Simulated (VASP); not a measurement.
Here is a VASP 6.6.1 calculation.

Contents of INCAR:

```
PREC = Accurate
ENCUT = 520
EDIFF = 1E-7
ISMEAR = -1
SIGMA = 0.05
LREAL = False
LASPH = True
NELM = 100
ALGO = Normal
ISIF = 2
LWAVE = False
LCHARG = False
GGA = PE
NBANDS = 8
```

File KPOINTS:

```
Automatic mesh
0
Gamma
  10 10 10
```

File POSCAR:

```
Sb
1.0
   -1.9080431628      1.9080431628      1.9080431628
    1.9080431628     -1.9080431628      1.9080431628
    1.9080431628      1.9080431628     -1.9080431628
Sb
1
Direct
    0.0000000000      0.0000000000      0.0000000000
```

Potentials or basis: VASP PAW PBE potentials, release 64 (Sb).

The run is started by

```console
$ cat potpaw_PBE.64/Sb/POTCAR > POTCAR
$ mpirun -np 1 vasp_std > vasp.out
```

(1) What does it give for the pressure?

Results:

(1) -0.7 GPa.
